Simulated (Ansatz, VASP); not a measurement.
One calculation of V, two programs

```
V
1.0
    -1.51435    1.51435    1.51435
     1.51435   -1.51435    1.51435
     1.51435    1.51435   -1.51435
V
1
Cartesian
  0.0000 0.0000 0.0000
```

Alike in both runs: task relaxation of cell and atoms; functional PBE; k mesh 20 × 20 × 20; occupations gaussian, width 0.1 eV; no spin polarisation.

```csv
,VASP,Ansatz
version,VASP 6.6.1,Ansatz 0.2.0
potentials or method,"VASP PAW PBE potentials, release 64 (V_sv), cutoff 600 eV","scalar-relativistic, plane waves, PAW"
valence electrons in the cell,13,13
```

Ansatz gave:

- gap on the k mesh at the Fermi level, each at its own relaxed structure (eV): none
- relaxed volume (Å³/atom): 13.46
- relaxed length of the cell vector where the two differ most in proportion (Å): 2.596

Question: What did VASP give for the same quantities?

Answer: gap on the k mesh at the Fermi level, each at its own relaxed structure (eV): none; relaxed volume (Å³/atom): 13.47; relaxed length of the cell vector where the two differ most in proportion (Å): 2.596.

A gap of «none» marks a metal or a gap that the smearing closes.
